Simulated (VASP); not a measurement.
# Mg7CdTe8 (P1) in VASP: a series of runs

The runs below take Mg7CdTe8 through single point, with HSE06, PBEsol.

All numbers are computed with VASP 6.6.1; they aren't measurements. Logs are shortened: lines on timing, memory, paths and dates and some standing lists are left out, and cuts for length are marked.

## Step 1: The cell of the first run

The typed cell holds 96 atoms: a = 13.679 Å, b = 15.809 Å, c = 14.865 Å, α = 90.00°, β = 90.00°, γ = 90.00°.

## Step 2: Single point, HSE06

POSCAR reads:

```
Mg7CdTe8
1.0
   13.6793990000      0.0000000000      0.0000000000
   -0.0000020000     15.8087350000      0.0000000000
    0.0000000000      0.0000000000     14.8649270000
Mg Cd Te
42 6 48
Direct
    0.1664380000      0.0831310000      0.2498090000
    0.1664510000      0.0834100000      0.7500310000
    0.9998340000      0.3331520000      0.2495440000
    0.9995820000      0.3336040000      0.7499590000
    0.4995660000      0.0830960000      0.7494330000
    0.3333770000      0.3335400000      0.2499080000
    0.3332960000      0.3336910000      0.7496660000
    0.1667680000      0.5833670000      0.2493840000
    0.9999960000      0.8331990000      0.2498970000
    0.0000990000      0.8331450000      0.7501360000
    0.8334560000      0.0834510000      0.2493750000
    0.8339280000      0.0830010000      0.7497520000
    0.6664800000      0.3335690000      0.2494340000
    0.6667500000      0.3336690000      0.7498800000
    0.4995330000      0.5830710000      0.2500620000
    0.5000030000      0.5828850000      0.7493580000
    0.3323130000      0.8333300000      0.2492920000
    0.3320400000      0.8332410000      0.7491680000
    0.8338960000      0.5825080000      0.2495690000
    0.8331240000      0.5832210000      0.7493820000
    0.6674590000      0.8336220000      0.2499490000
    0.6670020000      0.8325360000      0.7486430000
    0.0004080000      0.1670370000      0.5002300000
    0.9998810000      0.1666490000      0.9995310000
    0.3322740000      0.1671940000      0.5006330000
    0.3326260000      0.1670160000      0.9991570000
    0.1665560000      0.4167690000      0.4988090000
    0.1669400000      0.4164830000      0.0000270000
    0.0001830000      0.6662870000      0.4988800000
    0.9996450000      0.6667640000      0.0003820000
    0.6671660000      0.1664870000      0.9988260000
    0.4997560000      0.4165000000      0.4997760000
    0.5002250000      0.4161700000      0.0001020000
    0.3332040000      0.6664160000      0.4992220000
    0.3338870000      0.6666800000      0.9997400000
    0.1659510000      0.9170940000      0.4997830000
    0.1665340000      0.9168780000      0.9997060000
    0.8337260000      0.4166470000      0.4996990000
    0.8337310000      0.4164640000      0.9994110000
    0.6664980000      0.6662610000      0.4994260000
    0.8334890000      0.9167770000      0.5002570000
    0.8336800000      0.9165450000      0.0000810000
    0.5000680000      0.0840380000      0.2498600000
    0.1663650000      0.5830540000      0.7500430000
    0.6678550000      0.1668740000      0.5007740000
    0.6663810000      0.6663010000      0.0009330000
    0.4995910000      0.9159450000      0.5004820000
    0.4997510000      0.9169220000      0.0000280000
    0.0001110000      0.1668060000      0.1874250000
    0.0001230000      0.1669990000      0.6880890000
    0.3318620000      0.1674700000      0.1869800000
    0.3329780000      0.1668200000      0.6883460000
    0.1665250000      0.4167820000      0.1880170000
    0.1663930000      0.4154280000      0.6867660000
    0.9999970000      0.6666940000      0.1882760000
    0.9987730000      0.6671880000      0.6868510000
    0.6679880000      0.1675130000      0.1867170000
    0.6669240000      0.1666860000      0.6900360000
    0.4997750000      0.4167380000      0.1879340000
    0.4999960000      0.4164450000      0.6876210000
    0.3334900000      0.6667310000      0.1875570000
    0.3343010000      0.6670080000      0.6871360000
    0.1661490000      0.9167690000      0.1875750000
    0.1658530000      0.9170370000      0.6877280000
    0.8333890000      0.4163930000      0.1873090000
    0.8331970000      0.4166990000      0.6876700000
    0.6667030000      0.6665380000      0.1901770000
    0.6665180000      0.6661250000      0.6873190000
    0.4999420000      0.9157290000      0.1891950000
    0.4996570000      0.9161400000      0.6898630000
    0.8336960000      0.9167420000      0.1878190000
    0.8336120000      0.9165020000      0.6880140000
    0.1666460000      0.0834300000      0.4377720000
    0.1662710000      0.0832230000      0.9378700000
    0.9999100000      0.3331770000      0.4375230000
    0.0004080000      0.3332700000      0.9379200000
    0.4989800000      0.0839690000      0.4391120000
    0.4995610000      0.0847050000      0.9372230000
    0.3332510000      0.3332450000      0.4377610000
    0.3333910000      0.3336300000      0.9374810000
    0.1667310000      0.5831960000      0.4372140000
    0.1665850000      0.5833630000      0.9395750000
    0.9998250000      0.8330830000      0.4378180000
    0.0000600000      0.8330230000      0.9380140000
    0.8350690000      0.0827350000      0.4373080000
    0.8336960000      0.0827830000      0.9376460000
    0.6667450000      0.3344570000      0.4372730000
    0.6669420000      0.3334100000      0.9378000000
    0.4998900000      0.5830520000      0.4378670000
    0.4990680000      0.5822650000      0.9372500000
    0.3313750000      0.8327540000      0.4371960000
    0.3319560000      0.8327320000      0.9370340000
    0.8332740000      0.5830760000      0.4375340000
    0.8342780000      0.5827640000      0.9373350000
    0.6678560000      0.8326350000      0.4377710000
    0.6676910000      0.8335470000      0.9366700000
```

INCAR.step1 reads:

```
PREC = Accurate
ENCUT = 400
EDIFF = 1E-5
ISMEAR = -1
SIGMA = 0.05
LREAL = Auto
LASPH = True
NELM = 120
ALGO = Normal
ISIF = 2
LWAVE = True
NBANDS = 276
GGA = PE
ISYM = -1
GGA_COMPAT = False
KPAR = 1
```

INCAR.step2 reads:

```
PREC = Accurate
ENCUT = 400
EDIFF = 1E-6
ISMEAR = -1
SIGMA = 0.05
LREAL = Auto
LASPH = True
NELM = 120
ALGO = Normal
ISIF = 2
LWAVE = False
LCHARG = True
GGA = PE
LHFCALC = True
HFSCREEN = 0.2079
PRECFOCK = Fast
LELF = True
LVHAR = True
NBANDS = 276
ISTART = 1
ISYM = -1
GGA_COMPAT = False
KPAR = 1
```

KPOINTS reads:

```
explicit points
1
Reciprocal
  0.25000000   0.25000000   0.25000000 1
```

Potentials or basis: VASP PAW PBE potentials, release 64 (Mg, Cd, Te).

Launch:

```bash
$ cat potpaw_PBE.64/Mg/POTCAR potpaw_PBE.64/Cd/POTCAR potpaw_PBE.64/Te/POTCAR > POTCAR
$ cp INCAR.step1 INCAR
$ mpirun -np 8 vasp_std > vasp.out
$ cp INCAR.step2 INCAR
$ mpirun -np 8 vasp_std > vasp.out
```

OUTCAR:

```text
PREC = Accurate
   ENCUT = 400
   EDIFF = 1E-6
   ISMEAR = -1
   LREAL = Auto
   LASPH = True
   NELM = 120
   ISIF = 2
   GGA = PE
   LHFCALC = True
   HFSCREEN = 0.2079
   PRECFOCK = Fast
   ISTART = 1
   ISYM = -1

 ion  position               nearest neighbor table
   1  0.166  0.083  0.250-  51 2.79  63 2.79  49 2.79  73 2.79
   2  0.166  0.083  0.750-  52 2.79  50 2.79  64 2.79  74 2.79
   3  1.000  0.333  0.250-  49 2.79  65 2.79  53 2.79  75 2.79
   4  1.000  0.334  0.750-  54 2.79  66 2.79  50 2.79  76 2.79
   5  0.500  0.083  0.749-  70 2.78  58 2.79  52 2.79  78 2.79
   6  0.333  0.334  0.250-  59 2.79  51 2.79  53 2.79  79 2.79
[... 88 lines left out ...]
  95  0.668  0.833  0.438-  40 2.79  41 2.79  21 2.79  47 2.81
  96  0.668  0.834  0.937-  42 2.79  22 2.80  48 2.81  46 2.81

IMPORTANT INFORMATION: All symmetrisations will be switched off!
NOSYMM: (Re-)initialisation of all symmetry stuff for point group C_1.

----------------------------------------------------------------------------------------

                                     Primitive cell

  volume of cell :    3214.5998

  direct lattice vectors                    reciprocal lattice vectors
    13.679399000  0.000000000  0.000000000     0.073102627  0.000000009  0.000000000
    -0.000002000 15.808735000  0.000000000     0.000000000  0.063256168  0.000000000
     0.000000000  0.000000000 14.864927000     0.000000000  0.000000000  0.067272446

  length of vectors
    13.679399000 15.808735000 14.864927000     0.073102627  0.063256168  0.067272446

  position of ions in fractional coordinates (direct lattice)
     0.166438000  0.083131000  0.249809000
     0.166451000  0.083410000  0.750031000
     0.999834000  0.333152000  0.249544000
     0.999582000  0.333604000  0.749959000
     0.499566000  0.083096000  0.749433000
     0.333377000  0.333540000  0.249908000
[... 88 lines left out ...]
     0.667856000  0.832635000  0.437771000
     0.667691000  0.833547000  0.936670000

  ion indices of the primitive-cell ions
   primitive index   ion index
                 1           1
                 2           2
                 3           3
                 4           4
                 5           5
                 6           6
[... 88 lines left out ...]
                95          95
                96          96

----------------------------------------------------------------------------------------

 KPOINTS: explicit points

Read explicit list of k-points.

 Found      1 k-points:

 Following reciprocal coordinates:
            Coordinates               Weight
  0.250000  0.250000  0.250000      1.000000
   k-points           NKPTS =      1   k-points in BZ     NKDIM =      1   number of bands    NBANDS=    280
   number of dos      NEDOS =    301   number of ions     NIONS =     96
   total plane-waves  NPLWV = 952560
   dimension x,y,z NGX =    90 NGY =  108 NGZ =   98
   dimension x,y,z NGXF=   180 NGYF=  216 NGZF=  196
   ions per type =              42   6  48
   NGX,Y,Z   is equivalent  to a cutoff of  10.94, 11.36, 10.96 a.u.
   NGXF,Y,Z  is equivalent  to a cutoff of  21.88, 22.71, 21.92 a.u.
 SYSTEM =  unknown system
   PREC   = accura    normal or accurate (medium, high low for compatibility)
   ISTART =      1    job   : 0-new  1-cont  2-samecut
   ICHARG =      0    charge: 1-file 2-atom 10-const
   ISPIN  =      1    spin polarized calculation?
   LNONCOLLINEAR =      F non collinear calculations
   LSORBIT =      F    spin-orbit coupling
   LASPH  =      T    aspherical Exc in radial PAW
   ENCUT  =  400.0 eV  29.40 Ry    5.42 a.u.  22.31 25.78 24.24*2*pi/ulx,y,z
   NELM   =    120;   NELMIN=  2; NELMDL=  0     # of ELM steps
   EDIFF  = 0.1E-05   stopping-criterion for ELM
   LREAL  =      T    real-space projection
   EDIFFG = 0.1E-04   stopping-criterion for IOM
   NSW    =      0    number of steps for IOM
   IBRION =     -1    ionic relax: 0-MD 1-quasi-New 2-CG
   NFREE  =      0    steps in history (QN), initial steepest desc. (CG)
   ISIF   =      2    stress and relaxation
   ISYM   =     -1    0-nonsym 1-usesym 2-fastsym
   POTIM  = 0.5000    time-step for ionic-motion
   TEBEG  =    0.0;   TEEND  =   0.0 temperature during run
   PSTRESS=    0.0 pullay stress
   NELECT =     444.0000    total number of electrons
   NUPDOWN=      -1.0000    fix difference up-down
   EMIN   =  10.00;   EMAX   =-10.00  energy-range for DOS
   EFERMI =   0.00;   METHOD = LEGACY
   ISMEAR =    -1;   SIGMA  =   0.05  broadening in eV -4-tet -1-fermi 0-gaus
   EFERMI_NEDOS =   21; number of points for ismear=-14 and -15
   IALGO  =     38    algorithm
   IMIX   =      1    mixing-type and parameters
     AMIX     =   0.40;   BMIX     =  1.00
     AMIX_MAG =   1.60;   BMIX_MAG =  1.00
  volume/ion in A,a.u.               =      33.49       225.97
  Fermi-wavevector in a.u.,A,eV,Ry     =   0.846240  1.599162  9.743432  0.716122
  Thomas-Fermi vector in A             =   1.961556
   LORBIT       =      0    0 simple, 1 ext, 2 COOP (PROOUT), +10 PAW based schemes
   GGA     = PE    functional components
   LHFCALC =     T    Hartree Fock is set to
   PRECFOCK=fast      Normal, Fast or Accurate (Low or Medium for compatibility)
   ENCUT4O =  -1.0   cutoff for four orbital integrals eV
   NKREDX  =     1    reduce k-point grid by
   NKREDY  =     1    reduce k-point grid by
   NKREDZ  =     1    reduce k-point grid by
   AEXX    =    0.2500 exact exchange contribution
   HFSCREEN=    0.2079 screening length (either q_TF or 0.3 A-1)
   HFSCREENC=   0.2079 screening length for correlation (either q_TF or 0.3 A-1)
   ENCUTFOCK=  -1.0 apply spherical cutoff to Coloumb kernel
   IVDW    =     0    specifies the selected vdW correction
   LEPSILON=     F    determine dielectric tensor
   LRPA    =     F    only Hartree local field effects (RPA)
 non-spin polarized calculation
  energy-cutoff  :      400.00
  volume of cell :     3214.60
 maximum number of plane-waves:     58364
 NGX is ok and might be reduce to    90
  NGX = 48; NGY = 54; NGZ = 50

 number of electron     444.0000034 magnetization

 Free energy of the ion-electron system (eV)
  ---------------------------------------------------
  ext. energy  EPLUGINS =         0.00000000
  ---------------------------------------------------
  free energy    TOTEN  =      -353.73987004 eV

  energy without entropy =     -353.73987004  energy(sigma->0) =     -353.73987004

 E-fermi :   2.6312     XC(G=0):  -6.6932

 val. band max:        1.4034616771   @ k =   0.2500   0.2500   0.2500
 cond. band min:       5.0345051458   @ k =   0.2500   0.2500   0.2500
 fundamental gap:      3.6310434687
 Fermi energy:         2.6311705866

 k-point     1 :       0.2500    0.2500    0.2500
  band No.  band energies     occupation
      1      -9.7863      2.00000
      2      -9.6751      2.00000
      3      -9.6301      2.00000
      4      -9.6118      2.00000
      5      -9.5491      2.00000
      6      -9.5174      2.00000
[... 226 lines left out ...]
    233       5.7118      0.00000
    234       5.7598      0.00000
 [bands above 234 left out]

------------------------ aborting loop because EDIFF is reached ----------------------------------------

  FORCE on cell =-STRESS in cart. coord.  units (eV):
  Direction    XX          YY          ZZ          XY          YZ          ZX
  --------------------------------------------------------------------------------------
  -------------------------------------------------------------------------------------
  Total        6.8338768      7.0184315      7.8341158      0.1012140      0.0147113      0.0435021
  in kB        3.4060484      3.4980316      3.9045740      0.0504457      0.0073322      0.0216817
  external PRESSURE =       3.6028847 kB  Pullay stress =       0.0000000 kB

 VOLUME and BASIS-vectors are now :
 -----------------------------------------------------------------------------
  energy-cutoff  :      400.00
  volume of cell :     3214.60
      direct lattice vectors                 reciprocal lattice vectors
    13.679399000  0.000000000  0.000000000     0.073102627  0.000000009  0.000000000
    -0.000002000 15.808735000  0.000000000     0.000000000  0.063256168  0.000000000
     0.000000000  0.000000000 14.864927000     0.000000000  0.000000000  0.067272446

 POSITION                                       TOTAL-FORCE (eV/Angst)
 -----------------------------------------------------------------------------------
      2.27677      1.31420      3.71339        -0.002195      0.009487     -0.008534
      2.27695      1.31861     11.14916        -0.000700     -0.000200     -0.005798
     13.67713      5.26671      3.70945         0.004429      0.003942     -0.004829
     13.67368      5.27386     11.14809         0.001089     -0.007381      0.000336
      6.83376      1.31364     11.14027        -0.001209      0.005237      0.001509
      4.56040      5.27285      3.71486        -0.015110     -0.004240     -0.009041
[... 88 lines left out ...]
      9.13587     13.16291      6.50743         0.106117     -0.055012     -0.043994
      9.13361     13.17732     13.92353         0.113633      0.059667     -0.096942
 -----------------------------------------------------------------------------------
    total drift:                                0.015042      0.001265      0.119135

  FREE ENERGIE OF THE ION-ELECTRON SYSTEM (eV)
  ---------------------------------------------------
  free  energy   TOTEN  =      -353.7398700414 eV

  energy  without entropy=     -353.7398700413  energy(sigma->0) =     -353.73987004
```

Wall time 25 min (8 MPI ranks of Intel Xeon Platinum 8259CL at 2.50GHz (Skylake/Cascade Lake), shared host); peak memory 1.2 GiB.

What came out:

```
Free energy            : -353.7399 eV
Pressure               : 0.4 GPa
Largest force          : 0.161 eV/Å
Band gap on the k mesh : 3.63 eV
```

Forces on the atoms (eV/Å):
```
Mg  -0.002  0.009 -0.009
Mg  -0.001  0.000 -0.006
Mg   0.004  0.004 -0.005
Mg   0.001 -0.007  0.000
Mg  -0.001  0.005  0.002
Mg  -0.015 -0.004 -0.009
Mg   0.002 -0.013 -0.003
Mg   0.006  0.001 -0.009
Mg  -0.005  0.005  0.002
Mg  -0.008  0.000 -0.005
Mg   0.003 -0.002 -0.006
Mg   0.000 -0.003  0.001
Mg   0.007 -0.002 -0.004
Mg  -0.006  0.003  0.003
Mg  -0.002  0.008 -0.006
Mg   0.003  0.007  0.000
Mg   0.008 -0.008  0.006
Mg   0.005 -0.002  0.008
Mg  -0.010  0.011  0.007
Mg   0.000 -0.001  0.002
Mg  -0.006 -0.003  0.000
Mg   0.000  0.005  0.016
Mg   0.003 -0.003 -0.009
Mg  -0.003  0.004  0.000
Mg   0.011 -0.003 -0.005
Mg   0.007  0.003  0.000
Mg  -0.002  0.002  0.001
Mg   0.000  0.006  0.001
Mg  -0.007  0.009  0.002
Mg   0.008  0.003 -0.007
Mg  -0.005  0.005 -0.002
Mg   0.000  0.003 -0.002
Mg  -0.001  0.002 -0.009
Mg  -0.001  0.001  0.005
Mg  -0.007  0.003  0.000
Mg   0.001 -0.010  0.000
Mg  -0.006 -0.012 -0.003
Mg  -0.003  0.007 -0.001
Mg  -0.004  0.003  0.003
Mg   0.011 -0.006  0.002
Mg   0.008 -0.013 -0.005
Mg   0.001 -0.006 -0.011
Cd  -0.002  0.003  0.001
Cd   0.000  0.003  0.011
Cd  -0.009  0.002 -0.003
Cd   0.003  0.008 -0.004
Cd   0.000 -0.003  0.004
Cd   0.002 -0.003 -0.008
Te   0.000 -0.011  0.020
Te  -0.006 -0.006  0.006
Te  -0.111  0.061 -0.031
Te   0.008  0.000  0.005
Te   0.005 -0.012  0.010
Te   0.001 -0.115 -0.029
Te  -0.003  0.001  0.002
Te  -0.102  0.066 -0.034
Te   0.107  0.054 -0.026
Te  -0.003 -0.003  0.117
Te   0.008  0.000  0.005
Te   0.001 -0.003  0.009
Te  -0.005 -0.003  0.021
Te   0.102  0.060 -0.045
Te   0.004  0.009  0.011
Te   0.011  0.004  0.003
Te   0.001  0.002  0.017
Te   0.007 -0.003  0.007
Te   0.004 -0.004  0.106
Te   0.000  0.004  0.013
Te   0.002 -0.119  0.078
Te   0.005  0.010  0.107
Te  -0.008  0.007  0.010
Te  -0.008  0.009  0.001
Te  -0.006 -0.002 -0.004
Te   0.001  0.000 -0.010
Te   0.001 -0.001  0.001
Te  -0.001 -0.005 -0.014
Te  -0.111  0.072  0.037
Te   0.005  0.129 -0.034
Te   0.004  0.001 -0.004
Te  -0.003 -0.001  0.007
Te  -0.001 -0.006  0.004
Te  -0.007 -0.009  0.130
Te  -0.003  0.005 -0.007
Te   0.002 -0.001 -0.005
Te   0.103 -0.062 -0.050
Te   0.000  0.008  0.003
Te   0.001  0.130 -0.046
Te   0.000 -0.005 -0.002
Te  -0.009 -0.004 -0.001
Te  -0.112 -0.068 -0.050
Te  -0.106 -0.064 -0.047
Te  -0.110 -0.067 -0.043
Te   0.005 -0.009  0.004
Te   0.118 -0.072 -0.054
Te   0.106 -0.055 -0.044
Te   0.114  0.060 -0.097
```

Levels at points of the mesh, in eV from the valence-band top:
```tsv
k point	band 220	band 221	band 222	band 223	band 224	band 225
(0.25, 0.25, 0.25)	-0.15	-0.04	0.00	3.63	3.78	3.85
```

Caveat: the PAW data sets were made with another functional, which shifts forces and pressure a little; spin-orbit coupling is left out, which moves the levels of the heavy elements; a shifted mesh leaves out Γ, where band edges can lie. A k mesh can miss the band edges.

(Part 1 of 3 ends here.)
